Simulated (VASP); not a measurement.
# YBe (P4/nmm) in VASP: a series of runs

Runs on YBe. Level: PBE. Tasks: single point, relaxation of cell and atoms.

Everything below comes from runs of VASP 6.6.1. Logs are shortened: lines on timing, memory, paths and dates and some standing lists are left out, and cuts for length are marked.

## Step 1: The cell of the first run

Symmetry: P4/nmm, No. 129, tetragonal system. Conventional cell: a = 3.135 Å, b = 3.135 Å, c = 8.001 Å, α = 90.00°, β = 90.00°, γ = 90.00°. Y (site symmetry 4mm) has 5 Be at 2.99 to 3.03 Å and 8 Y at 3.14 to 3.69 Å within 3.9 Å. Within 3.2 Å of Be (site symmetry 4mm) lie 8 Be at 2.40 to 3.14 Å and 5 Y at 2.99 to 3.03 Å.

## Step 2: Single point, PBE

File INCAR:

```
SYSTEM = YBe
ALGO = Fast
EDIFF = 1E-6
ENCUT = 520
GGA = PE
ISIF = 2
ISMEAR = 0
LASPH = .TRUE.
LCHARG = .FALSE.
LREAL = .FALSE.
LWAVE = .FALSE.
NBANDS = 21
NELM = 80
PREC = Accurate
SIGMA = 0.1
```

File KPOINTS:

```
k-points
0
G
  14 14 6
  0 0 0
```

File POSCAR:

```
YBe
1.0
    3.1354138071      0.0000000000      0.0000000000
    0.0000000000      3.1354138071      0.0000000000
    0.0000000000      0.0000000000      8.0005573275
Y Be
2 2
Direct
    0.5000000000      0.0000000000      0.6839699180
    0.0000000000      0.5000000000      0.3160300820
    0.5000000000      0.0000000000      0.0574726279
    0.0000000000      0.5000000000      0.9425273721
```

Potentials or basis: VASP PAW PBE potentials, release 64 (Y_sv, Be).

Command:

```
$ cat potpaw_PBE.64/Y_sv/POTCAR potpaw_PBE.64/Be/POTCAR > POTCAR
$ mpirun -np 1 vasp_std > vasp.out
```

OUTCAR:

```text
SYSTEM = YBe
   EDIFF = 1E-6
   ENCUT = 520
   GGA = PE
   ISIF = 2
   ISMEAR = 0
   LASPH = .TRUE.
   LREAL = .FALSE.
   NELM = 80
   PREC = Accurate

 ion  position               nearest neighbor table
   1  0.500  0.000  0.684-   3 2.99   4 3.03   4 3.03   4 3.03   4 3.03   2 3.69   2 3.69   2 3.69
                             2 3.69
   2  0.000  0.500  0.316-   4 2.99   3 3.03   3 3.03   3 3.03   3 3.03   1 3.69   1 3.69   1 3.69
                             1 3.69
   3  0.500  0.000  0.057-   1 2.99   2 3.03   2 3.03   2 3.03   2 3.03
   4  0.000  0.500  0.943-   2 2.99   1 3.03   1 3.03   1 3.03   1 3.03

  LATTYP: Found a simple tetragonal cell.
 ALAT       =     3.1354138071
 C/A-ratio  =     2.5516750961

  Lattice vectors:

 A1 = (   3.1354138071,   0.0000000000,   0.0000000000)
 A2 = (   0.0000000000,   3.1354138071,   0.0000000000)
 A3 = (   0.0000000000,   0.0000000000,   8.0005573275)

Analysis of symmetry for initial positions (statically):
=====================================================================
 Subroutine PRICEL returns:
 Original cell was already a primitive cell.

 Routine SETGRP: Setting up the symmetry group for a
 simple tetragonal supercell.

 Subroutine GETGRP returns: Found 16 space group operations
 (whereof  8 operations were pure point group operations)
 out of a pool of 16 trial point group operations.

The static configuration has the point symmetry D_2d.
 The point group associated with its full space group is D_4h.

Analysis of symmetry for dynamics (positions and initial velocities):
=====================================================================
 Subroutine PRICEL returns:
 Original cell was already a primitive cell.

 Routine SETGRP: Setting up the symmetry group for a
 simple tetragonal supercell.

 Subroutine GETGRP returns: Found 16 space group operations
 (whereof  8 operations were pure point group operations)
 out of a pool of 16 trial point group operations.

The dynamic configuration has the point symmetry D_2d.
 The point group associated with its full space group is D_4h.

 Subroutine INISYM returns: Found 16 space group operations
 (whereof  8 operations are pure point group operations),
 and found     1 'primitive' translations

----------------------------------------------------------------------------------------

                                     Primitive cell

  volume of cell :      78.6520

  direct lattice vectors                    reciprocal lattice vectors
     3.135413807  0.000000000  0.000000000     0.318937168  0.000000000  0.000000000
     0.000000000  3.135413807  0.000000000     0.000000000  0.318937168  0.000000000
     0.000000000  0.000000000  8.000557327     0.000000000  0.000000000  0.124991292

  length of vectors
     3.135413807  3.135413807  8.000557327     0.318937168  0.318937168  0.124991292

  position of ions in fractional coordinates (direct lattice)
     0.500000000  0.000000000  0.683969918
     0.000000000  0.500000000  0.316030082
     0.500000000  0.000000000  0.057472628
     0.000000000  0.500000000  0.942527372

  ion indices of the primitive-cell ions
   primitive index   ion index
                 1           1
                 2           2
                 3           3
                 4           4

----------------------------------------------------------------------------------------

 KPOINTS: k-points

Automatic generation of k-mesh.
 Grid dimensions read from file:
 generate k-points for:   14   14    6

 Generating k-lattice:

  Cartesian coordinates                     Fractional coordinates (reciprocal lattice)
     0.022781226  0.000000000  0.000000000     0.071428571  0.000000000  0.000000000
     0.000000000  0.022781226  0.000000000     0.000000000  0.071428571  0.000000000
     0.000000000  0.000000000  0.020831882     0.000000000  0.000000000  0.166666667

  Length of vectors
     0.022781226  0.022781226  0.020831882

  Shift w.r.t. Gamma in fractional coordinates (k-lattice)
     0.000000000  0.000000000  0.000000000

 Subroutine IBZKPT returns following result:
 ===========================================

 Found    144 irreducible k-points:

 Following reciprocal coordinates:
            Coordinates               Weight
  0.000000  0.000000  0.000000      1.000000
  0.071429  0.000000  0.000000      4.000000
  0.142857  0.000000  0.000000      4.000000
  0.214286  0.000000  0.000000      4.000000
  0.285714  0.000000  0.000000      4.000000
  0.357143  0.000000  0.000000      4.000000
[... 16 lines left out ...]
  0.285714  0.214286  0.000000      8.000000
  0.357143  0.214286  0.000000      8.000000
 [... further k-points ...]
   k-points           NKPTS =    144   k-points in BZ     NKDIM =    144   number of bands    NBANDS=     21
   number of dos      NEDOS =    301   number of ions     NIONS =      4
   total plane-waves  NPLWV =  34560
   dimension x,y,z NGX =    24 NGY =   24 NGZ =   60
   dimension x,y,z NGXF=    48 NGYF=   48 NGZF=  120
   ions per type =               2   2
   NGX,Y,Z   is equivalent  to a cutoff of  12.73, 12.73, 12.47 a.u.
   NGXF,Y,Z  is equivalent  to a cutoff of  25.45, 25.45, 24.94 a.u.
 SYSTEM =  YBe
   PREC   = accura    normal or accurate (medium, high low for compatibility)
   ISTART =      0    job   : 0-new  1-cont  2-samecut
   ICHARG =      2    charge: 1-file 2-atom 10-const
   ISPIN  =      1    spin polarized calculation?
   LNONCOLLINEAR =      F non collinear calculations
   LSORBIT =      F    spin-orbit coupling
   LASPH  =      T    aspherical Exc in radial PAW
   ENCUT  =  520.0 eV  38.22 Ry    6.18 a.u.   5.83  5.83 14.88*2*pi/ulx,y,z
   NELM   =     80;   NELMIN=  2; NELMDL= -5     # of ELM steps
   EDIFF  = 0.1E-05   stopping-criterion for ELM
   LREAL  =      F    real-space projection
   EDIFFG = 0.1E-04   stopping-criterion for IOM
   NSW    =      0    number of steps for IOM
   IBRION =     -1    ionic relax: 0-MD 1-quasi-New 2-CG
   NFREE  =      0    steps in history (QN), initial steepest desc. (CG)
   ISIF   =      2    stress and relaxation
   ISYM   =      2    0-nonsym 1-usesym 2-fastsym
   POTIM  = 0.5000    time-step for ionic-motion
   TEBEG  =    0.0;   TEEND  =   0.0 temperature during run
   PSTRESS=    0.0 pullay stress
   NELECT =      26.0000    total number of electrons
   NUPDOWN=      -1.0000    fix difference up-down
   EMIN   =  10.00;   EMAX   =-10.00  energy-range for DOS
   EFERMI =   0.00;   METHOD = LEGACY
   ISMEAR =     0;   SIGMA  =   0.10  broadening in eV -4-tet -1-fermi 0-gaus
   EFERMI_NEDOS =   21; number of points for ismear=-14 and -15
   IALGO  =     68    algorithm
   IMIX   =      4    mixing-type and parameters
     AMIX     =   0.40;   BMIX     =  1.00
     AMIX_MAG =   1.60;   BMIX_MAG =  1.00
  volume/ion in A,a.u.               =      19.66       132.69
  Fermi-wavevector in a.u.,A,eV,Ry     =   1.131955  2.139085 17.433456  1.281323
  Thomas-Fermi vector in A             =   2.268655
   LORBIT       =      0    0 simple, 1 ext, 2 COOP (PROOUT), +10 PAW based schemes
   GGA     = PE    functional components
   LHFCALC =     F    Hartree Fock is set to
   AEXX    =    0.0000 exact exchange contribution
   IVDW    =     0    specifies the selected vdW correction
   LEPSILON=     F    determine dielectric tensor
   LRPA    =     F    only Hartree local field effects (RPA)
 non-spin polarized calculation
 RMM-DIIS sequential band-by-band and
 Gauss-broadening in eV      SIGMA  =   0.10
  energy-cutoff  :      520.00
  volume of cell :       78.65
 maximum number of plane-waves:      2144
 NGX is ok and might be reduce to    24
   NGX = 11   NGY = 11   NGZ = 29

 number of electron      26.0000000 magnetization

 Free energy of the ion-electron system (eV)
  ---------------------------------------------------
  ext. energy  EPLUGINS =         0.00000000
  ---------------------------------------------------
  free energy    TOTEN  =       -19.23239757 eV

  energy without entropy =      -19.20948049  energy(sigma->0) =      -19.22093903

 E-fermi :   3.7264     XC(G=0):  -9.9011

 val. band max:        3.7210362419   @ k =   0.4286   0.0714   0.5000
 cond. band min:       3.7265614384   @ k =   0.4286   0.0000   0.1667
 fundamental gap:      0.0055251965
 Fermi energy:         3.7264423612

 k-point     1 :       0.0000    0.0000    0.0000
  band No.  band energies     occupation
      1     -38.6323      2.00000
      2     -38.6012      2.00000
      3     -18.7269      2.00000
      4     -18.4379      2.00000
      5     -18.2122      2.00000
      6     -18.2122      2.00000
[... 13 lines left out ...]
     20       8.9110      0.00000
     21       8.9437      0.00000

 k-point     2 :       0.0714    0.0000    0.0000
  band No.  band energies     occupation
      1     -38.6267      2.00000
      2     -38.5964      2.00000
      3     -18.7177      2.00000
      4     -18.4375      2.00000
      5     -18.2616      2.00000
      6     -18.2179      2.00000
[... 13 lines left out ...]
     20       8.7749      0.00000
     21       8.8897      0.00000

 k-point     3 :       0.1429    0.0000    0.0000
  band No.  band energies     occupation
      1     -38.6110      2.00000
      2     -38.5829      2.00000
      3     -18.6928      2.00000
      4     -18.4596      2.00000
      5     -18.3749      2.00000
      6     -18.3620      2.00000
[... 13 lines left out ...]
     20       8.6044      0.00000
     21       8.6579      0.00000

 k-point     4 :       0.2143    0.0000    0.0000
  band No.  band energies     occupation
      1     -38.5880      2.00000
      2     -38.5635      2.00000
      3     -18.6737      2.00000
      4     -18.6244      2.00000
      5     -18.5452      2.00000
      6     -18.4010      2.00000
[... 13 lines left out ...]
     20       8.2291      0.00000
     21       8.2406      0.00000

 k-point     5 :       0.2857    0.0000    0.0000
  band No.  band energies     occupation
      1     -38.5618      2.00000
      2     -38.5423      2.00000
      3     -18.8347      2.00000
      4     -18.8158      2.00000
      5     -18.5735      2.00000
      6     -18.3985      2.00000
[... 13 lines left out ...]
     20       8.2386      0.00000
     21       8.3297      0.00000

 k-point     6 :       0.3571    0.0000    0.0000
  band No.  band energies     occupation
      1     -38.5374      2.00000
      2     -38.5237      2.00000
      3     -19.0195      2.00000
      4     -19.0033      2.00000
      5     -18.5265      2.00000
      6     -18.4005      2.00000
[... 13 lines left out ...]
     20       8.7141      0.00000
     21       8.8569      0.00000

 k-point     7 :       0.4286    0.0000    0.0000
  band No.  band energies     occupation
      1     -38.5191      2.00000
      2     -38.5121      2.00000
      3     -19.1431      2.00000
      4     -19.1345      2.00000
      5     -18.4786      2.00000
      6     -18.4134      2.00000
[... 13 lines left out ...]
     20       8.9900      0.00000
     21       9.0742      0.00000
[... 291 lines left out ...]
      1     -38.4997      2.00000
      2     -38.4933      2.00000
      3     -19.1139      2.00000
      4     -19.1066      2.00000
      5     -18.4551      2.00000
      6     -18.3970      2.00000
[... 13 lines left out ...]
     20       8.4676      0.00000
     21       8.9688      0.00000

 k-point    21 :       0.5000    0.1429    0.0000
  band No.  band energies     occupation
      1     -38.4912      2.00000
      2     -38.4912      2.00000
      3     -19.1547      2.00000
      4     -19.1547      2.00000
      5     -18.4192      2.00000
      6     -18.4192      2.00000
[... 13 lines left out ...]
     20       8.1062      0.00000
     21       9.1392      0.00000

 k-point    22 :       0.2143    0.2143    0.0000
  band No.  band energies     occupation
      1     -38.5449      2.00000
      2     -38.5257      2.00000
      3     -18.6294      2.00000
      4     -18.5792      2.00000
      5     -18.5618      2.00000
      6     -18.5106      2.00000
[... 13 lines left out ...]
     20       7.4724      0.00000
     21       7.5690      0.00000

 k-point    23 :       0.2857    0.2143    0.0000
  band No.  band energies     occupation
      1     -38.5197      2.00000
      2     -38.5043      2.00000
      3     -18.7779      2.00000
      4     -18.7687      2.00000
      5     -18.5389      2.00000
      6     -18.5318      2.00000
[... 13 lines left out ...]
     20       7.5915      0.00000
     21       7.7209      0.00000

 k-point    24 :       0.3571    0.2143    0.0000
  band No.  band energies     occupation
      1     -38.4962      2.00000
      2     -38.4854      2.00000
      3     -18.9602      2.00000
      4     -18.9502      2.00000
      5     -18.5085      2.00000
      6     -18.4966      2.00000
[... 13 lines left out ...]
     20       8.1495      0.00000
     21       8.3639      0.00000

 [... further k-points ...]

------------------------ aborting loop because EDIFF is reached ----------------------------------------

  FORCE on cell =-STRESS in cart. coord.  units (eV):
  Direction    XX          YY          ZZ          XY          YZ          ZX
  --------------------------------------------------------------------------------------
  -------------------------------------------------------------------------------------
  Total       -0.0308484     -0.0308484     -0.0619218      0.0000000      0.0000000      0.0000000
  in kB       -0.6283960     -0.6283960     -1.2613753      0.0000000      0.0000000      0.0000000
  external PRESSURE =      -0.8393891 kB  Pullay stress =       0.0000000 kB

 VOLUME and BASIS-vectors are now :
 -----------------------------------------------------------------------------
  energy-cutoff  :      520.00
  volume of cell :       78.65
      direct lattice vectors                 reciprocal lattice vectors
     3.135413807  0.000000000  0.000000000     0.318937168  0.000000000  0.000000000
     0.000000000  3.135413807  0.000000000     0.000000000  0.318937168  0.000000000
     0.000000000  0.000000000  8.000557327     0.000000000  0.000000000  0.124991292

 POSITION                                       TOTAL-FORCE (eV/Angst)
 -----------------------------------------------------------------------------------
      1.56771      0.00000      5.47214        -0.000000      0.000000     -0.011723
      0.00000      1.56771      2.52842         0.000000     -0.000000      0.011723
      1.56771      0.00000      0.45981         0.000000      0.000000      0.002837
      0.00000      1.56771      7.54074         0.000000      0.000000     -0.002837
 -----------------------------------------------------------------------------------
    total drift:                                0.000000      0.000000      0.000000

  FREE ENERGIE OF THE ION-ELECTRON SYSTEM (eV)
  ---------------------------------------------------
  free  energy   TOTEN  =       -19.2323975723 eV

  energy  without entropy=      -19.2094804946  energy(sigma->0) =      -19.22093903
```

Wall time 4.2 min (1 thread of Intel Xeon Platinum 8559C (Emerald Rapids), shared host); peak memory 0.37 GiB.

What came out:

```
Free energy            : -19.2324 eV
Pressure               : -0.1 GPa
Largest force          : 0.012 eV/Å
Band gap on the k mesh : zero (bands 13 and 14 overlap by 1.54 eV)
```

Forces on the atoms (eV/Å):
```
Y    0.000  0.000 -0.012
Y    0.000  0.000  0.012
Be   0.000  0.000  0.003
Be   0.000  0.000 -0.003
```

Levels at points of the mesh, in eV from the Fermi level:
```
           k point  band 9  band 10  band 11  band 12  band 13  band 14  band 15  band 16  band 17  band 18
(0.00, 0.00, 0.00)   -6.96    -3.64    -3.18    -0.42    -0.29     0.18     0.67     2.55     2.55     5.01
(0.50, 0.00, 0.00)   -3.95    -3.95    -1.65    -1.65     0.36     0.36     0.71     0.71     3.24     3.24
(0.50, 0.50, 0.00)   -2.32    -2.32    -2.25    -2.25     0.92     0.92     1.05     1.05     1.50     1.50
(0.00, 0.00, 0.50)   -6.78    -4.62    -2.17    -0.50    -0.39     0.14     1.04     2.83     2.83     3.78
(0.50, 0.00, 0.50)   -4.07    -4.07    -0.82    -0.82    -0.50    -0.50     0.72     0.72     3.18     3.18
(0.50, 0.50, 0.50)   -2.19    -2.19    -2.15    -2.15    -0.18    -0.18     0.49     0.49     4.18     4.20
```

[end of part 1 of 2]
